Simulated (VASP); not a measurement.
# Ge2Sb2Te (P6/mmm) in VASP: a series of runs

The runs below take Ge2Sb2Te through single point, relaxation of cell and atoms, with PBE.

Program: VASP 6.6.1. These are calculated values, not measurements. Logs are shortened: lines on timing, memory, paths and dates and some standing lists are left out, and cuts for length are marked.

## Step 1: The cell of the first run

It takes space group P6/mmm (No. 191, hexagonal). Conventional cell: a = 5.249 Å, b = 5.249 Å, c = 5.939 Å, α = 90.00°, β = 90.00°, γ = 120.00°. Within 3.9 Å of Ge (site symmetry -6m2) lie 2 Sb at 2.97 Å and 3 Te at 3.03 Å and 3 Ge at 3.03 Å. Within 3.9 Å of Sb (site symmetry -6m2) lie 2 Ge at 2.97 Å and 3 Sb at 3.03 Å. Te (site symmetry 6/mmm) has 6 Ge at 3.03 Å within 4.0 Å.

The cell was generated, and may not be a known phase.

## Step 2: Single point, PBE

Input file INCAR:

```
  PREC = Accurate
  ENCUT = 520
  EDIFF = 1E-6
  ISMEAR = 0
  SIGMA = 0.1
  LREAL = False
  LASPH = True
  NELM = 80
  ALGO = Normal
  ISIF = 2
  LWAVE = False
  LCHARG = True
  GGA = PE
  LELF = True
  LVHAR = True
  NBANDS = 30
```

Input file KPOINTS:

```
Automatic mesh
0
Gamma
  6 6 4
```

Input file POSCAR:

```
Ge2Sb2Te
1.0
    5.2491052548      0.0000000000      0.0000000000
   -2.6245526274      4.5458584979      0.0000000000
    0.0000000000      0.0000000000      5.9389867535
Ge Sb Te
2 2 1
Direct
    0.3333333333      0.6666666667      0.5000000000
    0.6666666667      0.3333333333      0.5000000000
    0.3333333333      0.6666666667      0.0000000000
    0.6666666667      0.3333333333      0.0000000000
    0.0000000000      0.0000000000      0.5000000000
```

Potentials or basis: VASP PAW PBE potentials, release 64 (Ge_d, Sb, Te).

Launch:

```
> cat potpaw_PBE.64/Ge_d/POTCAR potpaw_PBE.64/Sb/POTCAR potpaw_PBE.64/Te/POTCAR > POTCAR
> mpirun -np 1 vasp_std > vasp.out
```

OUTCAR:

```text
PREC = Accurate
   ENCUT = 520
   EDIFF = 1E-6
   ISMEAR = 0
   LREAL = False
   LASPH = True
   NELM = 80
   ISIF = 2
   GGA = PE

 ion  position               nearest neighbor table
   1  0.333  0.667  0.500-   3 2.97   3 2.97   5 3.03   5 3.03   5 3.03
   2  0.667  0.333  0.500-   4 2.97   4 2.97   5 3.03   5 3.03   5 3.03
   3  0.333  0.667  0.000-   1 2.97   1 2.97   4 3.03   4 3.03   4 3.03
   4  0.667  0.333  0.000-   2 2.97   2 2.97   3 3.03   3 3.03   3 3.03
   5  0.000  0.000  0.500-   1 3.03   2 3.03   2 3.03   1 3.03   2 3.03   1 3.03

  LATTYP: Found a hexagonal cell.
 ALAT       =     5.2491052548
 C/A-ratio  =     1.1314283988

  Lattice vectors:

 A1 = (   5.2491052548,   0.0000000000,   0.0000000000)
 A2 = (  -2.6245526274,   4.5458584979,   0.0000000000)
 A3 = (   0.0000000000,   0.0000000000,   5.9389867535)

Analysis of symmetry for initial positions (statically):
=====================================================================
 Subroutine PRICEL returns:
 Original cell was already a primitive cell.

 Routine SETGRP: Setting up the symmetry group for a
 hexagonal supercell.

 Subroutine GETGRP returns: Found 24 space group operations
 (whereof 24 operations were pure point group operations)
 out of a pool of 24 trial point group operations.

The static configuration has the point symmetry D_6h.

Analysis of symmetry for dynamics (positions and initial velocities):
=====================================================================
 Subroutine PRICEL returns:
 Original cell was already a primitive cell.

 Routine SETGRP: Setting up the symmetry group for a
 hexagonal supercell.

 Subroutine GETGRP returns: Found 24 space group operations
 (whereof 24 operations were pure point group operations)
 out of a pool of 24 trial point group operations.

The dynamic configuration has the point symmetry D_6h.

 Subroutine INISYM returns: Found 24 space group operations
 (whereof 24 operations are pure point group operations),
 and found     1 'primitive' translations

----------------------------------------------------------------------------------------

                                     Primitive cell

  volume of cell :     141.7143

  direct lattice vectors                    reciprocal lattice vectors
     5.249105255  0.000000000  0.000000000     0.190508658  0.109990225  0.000000000
    -2.624552627  4.545858498  0.000000000     0.000000000  0.219980450  0.000000000
     0.000000000  0.000000000  5.938986754     0.000000000  0.000000000  0.168378890

  length of vectors
     5.249105255  5.249105255  5.938986754     0.219980450  0.219980450  0.168378890

  position of ions in fractional coordinates (direct lattice)
     0.333333333  0.666666667  0.500000000
     0.666666667  0.333333333  0.500000000
     0.333333333  0.666666667  0.000000000
     0.666666667  0.333333333  0.000000000
     0.000000000  0.000000000  0.500000000

  ion indices of the primitive-cell ions
   primitive index   ion index
                 1           1
                 2           2
                 3           3
                 4           4
                 5           5

----------------------------------------------------------------------------------------

 KPOINTS: Automatic mesh

Automatic generation of k-mesh.
 Grid dimensions read from file:
 generate k-points for:    6    6    4

 Generating k-lattice:

  Cartesian coordinates                     Fractional coordinates (reciprocal lattice)
     0.031751443  0.018331704  0.000000000     0.166666667  0.000000000  0.000000000
     0.000000000  0.036663408  0.000000000     0.000000000  0.166666667  0.000000000
     0.000000000  0.000000000  0.042094723     0.000000000  0.000000000  0.250000000

  Length of vectors
     0.036663408  0.036663408  0.042094723

  Shift w.r.t. Gamma in fractional coordinates (k-lattice)
     0.000000000  0.000000000  0.000000000

 Subroutine IBZKPT returns following result:
 ===========================================

 Found     21 irreducible k-points:

 Following reciprocal coordinates:
            Coordinates               Weight
  0.000000  0.000000  0.000000      1.000000
  0.166667  0.000000  0.000000      6.000000
  0.333333 -0.000000  0.000000      6.000000
  0.500000  0.000000  0.000000      3.000000
  0.166667  0.166667  0.000000      6.000000
  0.333333  0.166667  0.000000     12.000000
[... 13 lines left out ...]
  0.333333  0.166667  0.500000     12.000000
  0.333333  0.333333  0.500000      2.000000
   k-points           NKPTS =     21   k-points in BZ     NKDIM =     21   number of bands    NBANDS=     30
   number of dos      NEDOS =    301   number of ions     NIONS =      5
   total plane-waves  NPLWV =  76800
   dimension x,y,z NGX =    40 NGY =   40 NGZ =   48
   dimension x,y,z NGXF=    80 NGYF=   80 NGZF=   96
   ions per type =               2   2   1
   NGX,Y,Z   is equivalent  to a cutoff of  12.67, 12.67, 13.44 a.u.
   NGXF,Y,Z  is equivalent  to a cutoff of  25.34, 25.34, 26.87 a.u.
 SYSTEM =  unknown system
   PREC   = accura    normal or accurate (medium, high low for compatibility)
   ISTART =      0    job   : 0-new  1-cont  2-samecut
   ICHARG =      2    charge: 1-file 2-atom 10-const
   ISPIN  =      1    spin polarized calculation?
   LNONCOLLINEAR =      F non collinear calculations
   LSORBIT =      F    spin-orbit coupling
   LASPH  =      T    aspherical Exc in radial PAW
   ENCUT  =  520.0 eV  38.22 Ry    6.18 a.u.   9.76  9.76 11.04*2*pi/ulx,y,z
   NELM   =     80;   NELMIN=  2; NELMDL= -5     # of ELM steps
   EDIFF  = 0.1E-05   stopping-criterion for ELM
   LREAL  =      F    real-space projection
   EDIFFG = 0.1E-04   stopping-criterion for IOM
   NSW    =      0    number of steps for IOM
   IBRION =     -1    ionic relax: 0-MD 1-quasi-New 2-CG
   NFREE  =      0    steps in history (QN), initial steepest desc. (CG)
   ISIF   =      2    stress and relaxation
   ISYM   =      2    0-nonsym 1-usesym 2-fastsym
   POTIM  = 0.5000    time-step for ionic-motion
   TEBEG  =    0.0;   TEEND  =   0.0 temperature during run
   PSTRESS=    0.0 pullay stress
   NELECT =      44.0000    total number of electrons
   NUPDOWN=      -1.0000    fix difference up-down
   EMIN   =  10.00;   EMAX   =-10.00  energy-range for DOS
   EFERMI =   0.00;   METHOD = LEGACY
   ISMEAR =     0;   SIGMA  =   0.10  broadening in eV -4-tet -1-fermi 0-gaus
   EFERMI_NEDOS =   21; number of points for ismear=-14 and -15
   IALGO  =     38    algorithm
   IMIX   =      4    mixing-type and parameters
     AMIX     =   0.40;   BMIX     =  1.00
     AMIX_MAG =   1.60;   BMIX_MAG =  1.00
  volume/ion in A,a.u.               =      28.34       191.27
  Fermi-wavevector in a.u.,A,eV,Ry     =   1.108548  2.094852 16.719912  1.228879
  Thomas-Fermi vector in A             =   2.245077
   LORBIT       =      0    0 simple, 1 ext, 2 COOP (PROOUT), +10 PAW based schemes
   GGA     = PE    functional components
   LHFCALC =     F    Hartree Fock is set to
   AEXX    =    0.0000 exact exchange contribution
   IVDW    =     0    specifies the selected vdW correction
   LEPSILON=     F    determine dielectric tensor
   LRPA    =     F    only Hartree local field effects (RPA)
 non-spin polarized calculation
 Gauss-broadening in eV      SIGMA  =   0.10
  energy-cutoff  :      520.00
  volume of cell :      141.71
 maximum number of plane-waves:      3846
 NGX is ok and might be reduce to    40
   NGX = 19   NGY = 19   NGZ = 23

 number of electron      44.0000006 magnetization

 Free energy of the ion-electron system (eV)
  ---------------------------------------------------
  ext. energy  EPLUGINS =         0.00000000
  ---------------------------------------------------
  free energy    TOTEN  =       -19.47528481 eV

  energy without entropy =      -19.45816038  energy(sigma->0) =      -19.46672259

 E-fermi :   5.7298     XC(G=0):  -9.5814

 val. band max:        5.7033080034   @ k =   0.1667   0.0000   0.2500
 cond. band min:       5.9008445539   @ k =   0.0000   0.0000   0.2500
 fundamental gap:      0.1975365505
 Fermi energy:         5.7297568281

 k-point     1 :       0.0000    0.0000    0.0000
  band No.  band energies     occupation
      1     -19.0341      2.00000
      2     -19.0341      2.00000
      3     -19.0117      2.00000
      4     -19.0117      2.00000
      5     -19.0094      2.00000
      6     -18.9991      2.00000
[... 22 lines left out ...]
     29      10.7933      0.00000
     30      10.8427      0.00000

 k-point     2 :       0.1667    0.0000    0.0000
  band No.  band energies     occupation
      1     -19.0390      2.00000
      2     -19.0375      2.00000
      3     -19.0163      2.00000
      4     -19.0065      2.00000
      5     -19.0004      2.00000
      6     -18.9995      2.00000
[... 22 lines left out ...]
     29      11.0205      0.00000
     30      11.2300      0.00000

 k-point     3 :       0.3333   -0.0000    0.0000
  band No.  band energies     occupation
      1     -19.0457      2.00000
      2     -19.0433      2.00000
      3     -19.0178      2.00000
      4     -19.0002      2.00000
      5     -18.9993      2.00000
      6     -18.9962      2.00000
[... 22 lines left out ...]
     29      10.6762      0.00000
     30      11.1167      0.00000

 k-point     4 :       0.5000    0.0000    0.0000
  band No.  band energies     occupation
      1     -19.0484      2.00000
      2     -19.0458      2.00000
      3     -19.0180      2.00000
      4     -19.0006      2.00000
      5     -18.9963      2.00000
      6     -18.9949      2.00000
[... 517 lines left out ...]
     29       9.1836      0.00000
     30      11.5515      0.00000

 k-point    20 :       0.3333    0.1667    0.5000
  band No.  band energies     occupation
      1     -19.0529      2.00000
      2     -19.0384      2.00000
      3     -19.0222      2.00000
      4     -19.0010      2.00000
      5     -18.9941      2.00000
      6     -18.9937      2.00000
[... 22 lines left out ...]
     29      10.0188      0.00000
     30      10.2006      0.00000

 k-point    21 :       0.3333    0.3333    0.5000
  band No.  band energies     occupation
      1     -19.0562      2.00000
      2     -19.0303      2.00000
      3     -19.0303      2.00000
      4     -19.0015      2.00000
      5     -18.9905      2.00000
      6     -18.9905      2.00000
[... 22 lines left out ...]
     29      10.3754      0.00000
     30      10.9898      0.00000

------------------------ aborting loop because EDIFF is reached ----------------------------------------

  FORCE on cell =-STRESS in cart. coord.  units (eV):
  Direction    XX          YY          ZZ          XY          YZ          ZX
  --------------------------------------------------------------------------------------
  -------------------------------------------------------------------------------------
  Total       -0.3143928     -0.3143928     -0.2048033     -0.0000000      0.0000000      0.0000000
  in kB       -3.5544274     -3.5544274     -2.3154422     -0.0000000      0.0000000      0.0000000
  external PRESSURE =      -3.1414324 kB  Pullay stress =       0.0000000 kB

 VOLUME and BASIS-vectors are now :
 -----------------------------------------------------------------------------
  energy-cutoff  :      520.00
  volume of cell :      141.71
      direct lattice vectors                 reciprocal lattice vectors
     5.249105255  0.000000000  0.000000000     0.190508658  0.109990225  0.000000000
    -2.624552627  4.545858498  0.000000000     0.000000000  0.219980450  0.000000000
     0.000000000  0.000000000  5.938986754     0.000000000  0.000000000  0.168378890

 POSITION                                       TOTAL-FORCE (eV/Angst)
 -----------------------------------------------------------------------------------
     -0.00000      3.03057      2.96949         0.000000     -0.000000      0.000000
      2.62455      1.51529      2.96949        -0.000000      0.000000     -0.000000
     -0.00000      3.03057      0.00000        -0.000000      0.000000      0.000000
      2.62455      1.51529      0.00000        -0.000000      0.000000      0.000000
      0.00000      0.00000      2.96949        -0.000000      0.000000      0.000000
 -----------------------------------------------------------------------------------
    total drift:                               -0.000000      0.000000      0.000000

  FREE ENERGIE OF THE ION-ELECTRON SYSTEM (eV)
  ---------------------------------------------------
  free  energy   TOTEN  =       -19.4752848058 eV

  energy  without entropy=      -19.4581603826  energy(sigma->0) =      -19.46672259
```

Wall time 87 s (1 thread of AMD EPYC 7R13 (Zen 3), shared host); peak memory 0.28 GiB.

Results:

```
Free energy            : -19.4753 eV
Pressure               : -0.3 GPa
Band gap on the k mesh : zero (bands 22 and 23 overlap by 1.57 eV)
```

Stress tensor (GPa, compression positive):
```
-0.36  0.00  0.00
 0.00 -0.36  0.00
 0.00  0.00 -0.23
```

Caveat: spin-orbit coupling is left out, which moves the levels of the heavy elements.

## Step 3: Relaxation of cell and atoms, PBE

This run uses another cell than the first one, of 29.49 Å³/atom.

Input file INCAR:

```
PREC = Accurate
ENCUT = 600
EDIFF = 1E-7
ISMEAR = 0
SIGMA = 0.1
LREAL = F
LASPH = T
NELM = 60
ALGO = Normal
ISIF = 3
LWAVE = F
LCHARG = F
GGA = PE
IBRION = 2
NSW = 90
EDIFFG = -0.04
```

Input file KPOINTS:

```
regular mesh
0
Gamma
  6 6 2
```

Input file POSCAR:

```
Ge2Sb2Te
1.0
    4.5881034100      0.0000000000      0.0000000000
   -2.2940517000      3.9734141000      0.0000000000
    0.0000000000      0.0000000000      8.0881954400
Ge Sb Te
2 2 1
Direct
    0.3333333300      0.6666666700      0.5000000000
    0.6666666700      0.3333333300      0.5000000000
    0.3333333300      0.6666666700      0.0000000000
    0.6666666700      0.3333333300      0.0000000000
    0.0000000000      0.0000000000      0.5000000000
```

Potentials or basis: VASP PAW PBE potentials, release 64 (Ge_d, Sb, Te).

Launch:

```
> cat potpaw_PBE.64/Ge_d/POTCAR potpaw_PBE.64/Sb/POTCAR potpaw_PBE.64/Te/POTCAR > POTCAR
> mpirun -np 1 vasp_std > vasp.out
```

It took 17 min on 1 thread of AMD EPYC 7R13 (Zen 3), shared host; peak memory 0.36 GiB.

The run converged. Its results:

| Quantity | Value |
| --- | --- |
| Free energy | -19.0964 eV |
| Relaxed volume | 28.20 Å³/atom |
| Relaxed cell | a = 5.167 Å, b = 5.167 Å, c = 6.098 Å, α = 90.00°, β = 90.00°, γ = 120.00° |
| Space group after relaxing (to 0.1 Å) | P6/mmm (No. 191) |
| Energy gained by relaxing | 731.2 meV/atom |
| Ionic steps | 13 |
| Pressure after relaxing | 0.2 GPa |
| Band gap on the k mesh | zero (bands 22 and 23 overlap by 1.82 eV) |

Step by step:
```csv
step,energy change (eV),largest force (eV/Å),pressure (GPa),volume (Å³)
1,0.0000,0.0000,17.10,147.45
2,-1.2780,0.0000,-6.78,221.03
3,-2.4868,0.0000,-2.03,183.29
4,-2.4887,0.0000,-1.82,182.42
5,-2.4890,0.0000,-1.64,181.69
6,-2.7352,0.0000,-1.90,174.26
7,-3.1759,0.0000,-2.07,161.73
8,-3.5925,0.0000,1.32,136.13
9,-3.6454,0.0000,-0.62,144.50
10,-3.6554,0.0000,-0.23,142.11
11,-3.6544,0.0000,-0.07,141.30
12,-3.6553,0.0000,0.26,140.85
13,-3.6558,0.0000,0.15,141.02
```

Final structure:
```
CELL_PARAMETERS angstrom
5.16747 0.00000 0.00000
-2.58373 4.47516 0.00000
0.00000 0.00000 6.09790
ATOMIC_POSITIONS crystal
Ge 0.33333 0.66667 0.50000
Ge 0.66667 0.33333 0.50000
Sb 0.33333 0.66667 0.00000
Sb 0.66667 0.33333 0.00000
Te 0.00000 0.00000 0.50000
```

Levels at points of the mesh, in eV from the Fermi level:
| k point | band 20 | band 21 | band 22 | band 23 | band 24 | band 25 |
| --- | --- | --- | --- | --- | --- | --- |
| (0.00, 0.00, 0.00) | -3.41 | -1.43 | -1.43 | -1.21 | -0.42 | 1.38 |
| (0.50, 0.00, 0.00) | -1.55 | -1.33 | -0.22 | 1.09 | 2.18 | 2.34 |
| (0.00, 0.00, 0.50) | -2.62 | -2.47 | -2.47 | -1.51 | 0.68 | 0.84 |
| (0.50, 0.00, 0.50) | -0.57 | -0.17 | 0.31 | 0.47 | 0.90 | 1.76 |

Caveat: the k points lie up to 0.52 Å⁻¹ apart in the final cell, too coarse for converged energies and pressures of a metal; a cell axis changed by over 15 % at a fixed basis, so the end point is rough; spin-orbit coupling is left out, which moves the levels of the heavy elements.

The gap in the log of VASP goes by the Fermi energy; the results here count the filled bands.